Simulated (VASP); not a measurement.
# MgO (I4/mmm) in VASP: relaxation of cell and atoms with PBE

Aim: the relaxation of cell and atoms of MgO with PBE.

Everything below comes from runs of VASP 6.6.1. Logs are shortened: lines on timing, memory, paths and dates and some standing lists are left out, and cuts for length are marked.

## 1. The cell of the first run

It takes space group I4/mmm (No. 139, tetragonal). The conventional cell has a = 2.862 Å, b = 2.862 Å, c = 3.927 Å, α = 90.00°, β = 90.00°, γ = 90.00°. Within 2.6 Å of Mg (site symmetry 4/mmm) lie 6 O at 1.96 to 2.02 Å. Within 2.6 Å of O (site symmetry 4/mmm) lie 6 Mg at 1.96 to 2.02 Å.

## 2. Relaxation of cell and atoms, PBE

Input file INCAR:

```
PREC     = Accurate       # precision mode
ENCUT    = 600            # plane-wave cutoff, eV
EDIFF    = 1E-7           # SCF threshold, eV
ISMEAR   = 0              # smearing method
SIGMA    = 0.01           # smearing width, eV
LREAL    = False          # projectors in reciprocal space
LASPH    = True           # aspherical terms in the spheres
NELM     = 120            # most SCF steps
ALGO     = Normal         # electronic algorithm
ISIF     = 3              # what is computed and relaxed
LWAVE    = False          # write WAVECAR
LCHARG   = False          # write CHGCAR
GGA      = PE             # functional
IBRION   = 2              # ionic algorithm
NSW      = 80             # ionic steps
EDIFFG   = -0.01          # ionic threshold
GGA_COMPAT= False        
NELMIN   = 4
```

Input file KPOINTS:

```
Automatic mesh
0
Gamma
  6 6 6
```

Input file POSCAR:

```
MgO
1.0
    0.0000000000      2.0234225589      1.9636213847
    2.0234225589      0.0000000000      1.9636213847
    2.0234225589      2.0234225589      0.0000000000
Mg O
1 1
Direct
    0.0000000000      0.0000000000      0.0000000000
    0.5000000000      0.5000000000      0.5000000000
```

Potentials or basis: VASP PAW PBE potentials, release 64 (Mg, O).

The run is started by

```console
$ cat potpaw_PBE.64/Mg/POTCAR potpaw_PBE.64/O/POTCAR > POTCAR
$ mpirun -np 1 vasp_std > vasp.out
```

OUTCAR:

```text
PREC = Accurate
   ENCUT = 600
   EDIFF = 1E-7
   ISMEAR = 0
   LREAL = False
   LASPH = True
   NELM = 120
   ISIF = 3
   GGA = PE
   IBRION = 2
   NSW = 80
   EDIFFG = -0.01
   NELMIN = 4

 ion  position               nearest neighbor table
   1  0.000  0.000  0.000-   2 1.96   2 1.96   2 2.02   2 2.02   2 2.02   2 2.02
   2  0.500  0.500  0.500-   1 1.96   1 1.96   1 2.02   1 2.02   1 2.02   1 2.02

  LATTYP: Found a body centered tetragonal cell.
 ALAT       =     2.8615516252
 C/A-ratio  =     1.3724172350

  Lattice vectors:

 A1 = (   0.0000000000,  -2.0234225589,  -1.9636213847)
 A2 = (   0.0000000000,   2.0234225589,  -1.9636213847)
 A3 = (   2.0234225589,   0.0000000000,   1.9636213847)

Analysis of symmetry for initial positions (statically):
=====================================================================
 Subroutine PRICEL returns:
 Original cell was already a primitive cell.

 Routine SETGRP: Setting up the symmetry group for a
 body centered tetragonal supercell.

 Subroutine GETGRP returns: Found 16 space group operations
 (whereof 16 operations were pure point group operations)
 out of a pool of 16 trial point group operations.

The static configuration has the point symmetry D_4h.

Analysis of symmetry for dynamics (positions and initial velocities):
=====================================================================
 Subroutine PRICEL returns:
 Original cell was already a primitive cell.

 Routine SETGRP: Setting up the symmetry group for a
 body centered tetragonal supercell.

 Subroutine GETGRP returns: Found 16 space group operations
 (whereof 16 operations were pure point group operations)
 out of a pool of 16 trial point group operations.

The dynamic configuration has the point symmetry D_4h.

 Subroutine INISYM returns: Found 16 space group operations
 (whereof 16 operations are pure point group operations),
 and found     1 'primitive' translations

----------------------------------------------------------------------------------------

                                     Primitive cell

  volume of cell :      16.0791

  direct lattice vectors                    reciprocal lattice vectors
     0.000000000  2.023422559  1.963621385    -0.247106072  0.247106072  0.254631572
     2.023422559  0.000000000  1.963621385     0.247106072 -0.247106072  0.254631572
     2.023422559  2.023422559  0.000000000     0.247106072  0.247106072 -0.254631572

  length of vectors
     2.819582911  2.819582911  2.861551625     0.432388782  0.432388782  0.432388782

  position of ions in fractional coordinates (direct lattice)
     0.000000000  0.000000000  0.000000000
     0.500000000  0.500000000  0.500000000

  ion indices of the primitive-cell ions
   primitive index   ion index
                 1           1
                 2           2

----------------------------------------------------------------------------------------

 KPOINTS: Automatic mesh

Automatic generation of k-mesh.
 Grid dimensions read from file:
 generate k-points for:    6    6    6

 Generating k-lattice:

  Cartesian coordinates                     Fractional coordinates (reciprocal lattice)
    -0.041184345  0.041184345  0.042438595     0.166666667  0.000000000  0.000000000
     0.041184345 -0.041184345  0.042438595     0.000000000  0.166666667  0.000000000
     0.041184345  0.041184345 -0.042438595     0.000000000  0.000000000  0.166666667

  Length of vectors
     0.072064797  0.072064797  0.072064797

  Shift w.r.t. Gamma in fractional coordinates (k-lattice)
     0.000000000  0.000000000  0.000000000

 Subroutine IBZKPT returns following result:
 ===========================================

 Found     30 irreducible k-points:

 Following reciprocal coordinates:
            Coordinates               Weight
  0.000000  0.000000  0.000000      1.000000
  0.166667  0.000000  0.000000      8.000000
  0.333333 -0.000000  0.000000      8.000000
  0.500000  0.000000  0.000000      4.000000
  0.166667  0.166667  0.000000      2.000000
  0.333333  0.166667  0.000000      8.000000
[... 16 lines left out ...]
  0.333333  0.000000  0.333333      4.000000
  0.500000 -0.000000  0.333333     16.000000
 [... further k-points ...]
   k-points           NKPTS =     30   k-points in BZ     NKDIM =     30   number of bands    NBANDS=      8
   number of dos      NEDOS =    301   number of ions     NIONS =      2
   total plane-waves  NPLWV =  13824
   dimension x,y,z NGX =    24 NGY =   24 NGZ =   24
   dimension x,y,z NGXF=    48 NGYF=   48 NGZF=   48
   ions per type =               1   1
   NGX,Y,Z   is equivalent  to a cutoff of  14.15, 14.15, 13.94 a.u.
   NGXF,Y,Z  is equivalent  to a cutoff of  28.30, 28.30, 27.89 a.u.
 SYSTEM =  unknown system
   PREC   = accura    normal or accurate (medium, high low for compatibility)
   ISTART =      0    job   : 0-new  1-cont  2-samecut
   ICHARG =      2    charge: 1-file 2-atom 10-const
   ISPIN  =      1    spin polarized calculation?
   LNONCOLLINEAR =      F non collinear calculations
   LSORBIT =      F    spin-orbit coupling
   LASPH  =      T    aspherical Exc in radial PAW
   ENCUT  =  600.0 eV  44.10 Ry    6.64 a.u.   5.63  5.63  5.72*2*pi/ulx,y,z
   NELM   =    120;   NELMIN=  4; NELMDL= -5     # of ELM steps
   EDIFF  = 0.1E-06   stopping-criterion for ELM
   LREAL  =      F    real-space projection
   EDIFFG = -.1E-01   stopping-criterion for IOM
   NSW    =     80    number of steps for IOM
   IBRION =      2    ionic relax: 0-MD 1-quasi-New 2-CG
   NFREE  =      1    steps in history (QN), initial steepest desc. (CG)
   ISIF   =      3    stress and relaxation
   ISYM   =      2    0-nonsym 1-usesym 2-fastsym
   POTIM  = 0.5000    time-step for ionic-motion
   TEBEG  =    0.0;   TEEND  =   0.0 temperature during run
   PSTRESS=    0.0 pullay stress
   NELECT =       8.0000    total number of electrons
   NUPDOWN=      -1.0000    fix difference up-down
   EMIN   =  10.00;   EMAX   =-10.00  energy-range for DOS
   EFERMI =   0.00;   METHOD = LEGACY
   ISMEAR =     0;   SIGMA  =   0.01  broadening in eV -4-tet -1-fermi 0-gaus
   EFERMI_NEDOS =   21; number of points for ismear=-14 and -15
   IALGO  =     38    algorithm
   IMIX   =      4    mixing-type and parameters
     AMIX     =   0.40;   BMIX     =  1.00
     AMIX_MAG =   1.60;   BMIX_MAG =  1.00
  volume/ion in A,a.u.               =       8.04        54.25
  Fermi-wavevector in a.u.,A,eV,Ry     =   1.297233  2.451414 22.896053  1.682812
  Thomas-Fermi vector in A             =   2.428638
   LORBIT       =      0    0 simple, 1 ext, 2 COOP (PROOUT), +10 PAW based schemes
   GGA     = PE    functional components
   LHFCALC =     F    Hartree Fock is set to
   AEXX    =    0.0000 exact exchange contribution
   IVDW    =     0    specifies the selected vdW correction
   LEPSILON=     F    determine dielectric tensor
   LRPA    =     F    only Hartree local field effects (RPA)
 conjugate gradient relaxation of ions
 non-spin polarized calculation
 Gauss-broadening in eV      SIGMA  =   0.01
  energy-cutoff  :      600.00
  volume of cell :       16.08
 maximum number of plane-waves:       548
 NGX is ok and might be reduce to    24
   NGX = 11   NGY = 11   NGZ = 11

--------------------------------------- Ionic step        1  -------------------------------------------

 number of electron       8.0000000 magnetization

 Free energy of the ion-electron system (eV)
  ---------------------------------------------------
  ext. energy  EPLUGINS =         0.00000000
  ---------------------------------------------------
  free energy    TOTEN  =       -11.58236076 eV

  energy without entropy =      -11.58236076  energy(sigma->0) =      -11.58236076

------------------------ aborting loop because EDIFF is reached ----------------------------------------

  FORCE on cell =-STRESS in cart. coord.  units (eV):
  Direction    XX          YY          ZZ          XY          YZ          ZX
  --------------------------------------------------------------------------------------
  -------------------------------------------------------------------------------------
  Total        3.3810920      3.3810920      4.7936345      0.0000000      0.0000000     -0.0000000
  in kB      336.9043679    336.9043679    477.6552732      0.0000000      0.0000000     -0.0000000
  external PRESSURE =     383.8213363 kB  Pullay stress =       0.0000000 kB

 VOLUME and BASIS-vectors are now :
 -----------------------------------------------------------------------------
  energy-cutoff  :      600.00
  volume of cell :       16.08
      direct lattice vectors                 reciprocal lattice vectors
     0.000000000  2.023422559  1.963621385    -0.247106072  0.247106072  0.254631572
     2.023422559  0.000000000  1.963621385     0.247106072 -0.247106072  0.254631572
     2.023422559  2.023422559  0.000000000     0.247106072  0.247106072 -0.254631572
[... 181 lines left out ...]
 POSITION                                       TOTAL-FORCE (eV/Angst)
 -----------------------------------------------------------------------------------
      2.12403     -0.00000      2.12490        -0.000000      0.000000     -0.000000
      2.12403      2.12403      2.12490         0.000000      0.000000      0.000000
 -----------------------------------------------------------------------------------
    total drift:                               -0.000000     -0.000000      0.000000

  FREE ENERGIE OF THE ION-ELECTRON SYSTEM (eV)
  ---------------------------------------------------
  free  energy   TOTEN  =       -11.9083793678 eV

  energy  without entropy=      -11.9083793678  energy(sigma->0) =      -11.90837937

--------------------------------------- Ionic step        7  -------------------------------------------

 number of electron       8.0000004 magnetization

 Free energy of the ion-electron system (eV)
  ---------------------------------------------------
  ext. energy  EPLUGINS =         0.00000000
  ---------------------------------------------------
  free energy    TOTEN  =       -11.90839695 eV

  energy without entropy =      -11.90839695  energy(sigma->0) =      -11.90839695

 E-fermi :   3.1187     XC(G=0): -10.9648

 val. band max:        3.0087740219   @ k =   0.0000   0.0000   0.0000
 cond. band min:       7.5038954950   @ k =   0.0000   0.0000   0.0000
 fundamental gap:      4.4951214731
 Fermi energy:         3.1187181546

 k-point     1 :       0.0000    0.0000    0.0000
  band No.  band energies     occupation
      1     -14.1328      2.00000
      2       3.0087      2.00000
      3       3.0087      2.00000
      4       3.0088      2.00000
      5       7.5039      0.00000
      6      18.6714      0.00000
      7      18.6714      0.00000
      8      18.6714      0.00000

 k-point     2 :       0.1667    0.0000    0.0000
  band No.  band energies     occupation
      1     -13.8621      2.00000
      2       1.5177      2.00000
      3       2.8417      2.00000
      4       2.8417      2.00000
      5       8.9303      0.00000
      6      16.3468      0.00000
      7      19.2164      0.00000
      8      19.2164      0.00000
[... 221 lines left out ...]
 k-point    23 :       0.3333    0.0000    0.3333
  band No.  band energies     occupation
      1     -13.0412      2.00000
      2      -0.3554      2.00000
      3       1.9805      2.00000
      4       1.9806      2.00000
      5      12.0401      0.00000
      6      12.9977      0.00000
      7      16.6240      0.00000
      8      20.9178      0.00000

 k-point    24 :       0.5000   -0.0000    0.3333
  band No.  band energies     occupation
      1     -12.7286      2.00000
      2      -0.6827      2.00000
      3       1.1604      2.00000
      4       1.8535      2.00000
      5      12.6756      0.00000
      6      13.5799      0.00000
      7      15.7186      0.00000
      8      20.9823      0.00000

 [... further k-points ...]

------------------------ aborting loop because EDIFF is reached ----------------------------------------

  FORCE on cell =-STRESS in cart. coord.  units (eV):
  Direction    XX          YY          ZZ          XY          YZ          ZX
  --------------------------------------------------------------------------------------
  -------------------------------------------------------------------------------------
  Total        0.0066918      0.0066918      0.0083161      0.0000000      0.0000000      0.0000000
  in kB        0.5602161      0.5602161      0.6962017      0.0000000      0.0000000      0.0000000
  external PRESSURE =       0.6055446 kB  Pullay stress =       0.0000000 kB

 VOLUME and BASIS-vectors are now :
 -----------------------------------------------------------------------------
  energy-cutoff  :      600.00
  volume of cell :       19.14
      direct lattice vectors                 reciprocal lattice vectors
     0.000000000  2.123025015  2.123033750    -0.235513005  0.235513005  0.235512036
     2.123025015 -0.000000000  2.123033750     0.235513005 -0.235513005  0.235512036
     2.123025015  2.123025015 -0.000000000     0.235513005  0.235513005 -0.235512036

 POSITION                                       TOTAL-FORCE (eV/Angst)
 -----------------------------------------------------------------------------------
      0.00000      0.00000      0.00000         0.000000      0.000000     -0.000000
      2.12303      2.12303      2.12303        -0.000000     -0.000000      0.000000
 -----------------------------------------------------------------------------------
    total drift:                               -0.000000     -0.000000      0.000000

  FREE ENERGIE OF THE ION-ELECTRON SYSTEM (eV)
  ---------------------------------------------------
  free  energy   TOTEN  =       -11.9083969510 eV

  energy  without entropy=      -11.9083969510  energy(sigma->0) =      -11.90839695

 reached required accuracy - stopping structural energy minimisation
```

It took 27 s on 1 thread of Intel Xeon Platinum 8259CL at 2.50GHz (Skylake/Cascade Lake), shared host; peak memory 0.14 GiB.

What came out:

| Property | Result |
| --- | --- |
| Free energy | -11.9084 eV |
| Relaxed volume | 9.57 Å³/atom |
| Relaxed cell | a = 3.002 Å, b = 3.002 Å, c = 3.002 Å, α = 60.00°, β = 60.00°, γ = 60.00° |
| Space group after relaxing (to 0.05 Å) | Fm-3m (No. 225) |
| Energy gained by relaxing | 163.0 meV/atom |
| Ionic steps | 7 |
| Pressure after relaxing | 0.1 GPa |
| Band gap on the k mesh | 4.50 eV, direct |

Step by step:
| step | energy change (eV) | largest force (eV/Å) | pressure (GPa) | volume (Å³) |
| --- | --- | --- | --- | --- |
| 1 | 0.0000 | 0.0000 | 38.38 | 16.08 |
| 2 | -0.2544 | 0.0000 | -11.59 | 20.98 |
| 3 | -0.3254 | 0.0000 | 0.05 | 19.14 |
| 4 | -0.3253 | 0.0000 | -0.47 | 19.21 |
| 5 | -0.3259 | 0.0000 | -0.33 | 19.19 |
| 6 | -0.3260 | 0.0000 | -0.19 | 19.17 |
| 7 | -0.3260 | 0.0000 | 0.06 | 19.14 |

Final structure:
```
Mg O
1.0
     0.00000    2.12303    2.12303
     2.12303    0.00000    2.12303
     2.12303    2.12303    0.00000
Mg O
1 1
Direct
  0.00000 0.00000 0.00000
  0.50000 0.50000 0.50000
```

Caveat: the k points lie up to 0.43 Å⁻¹ apart in the final cell; the volume moved by over 15 % at a fixed basis, so the end points are rough. Expect the measured gap to be larger: semilocal functionals such as PBE lack the derivative discontinuity.
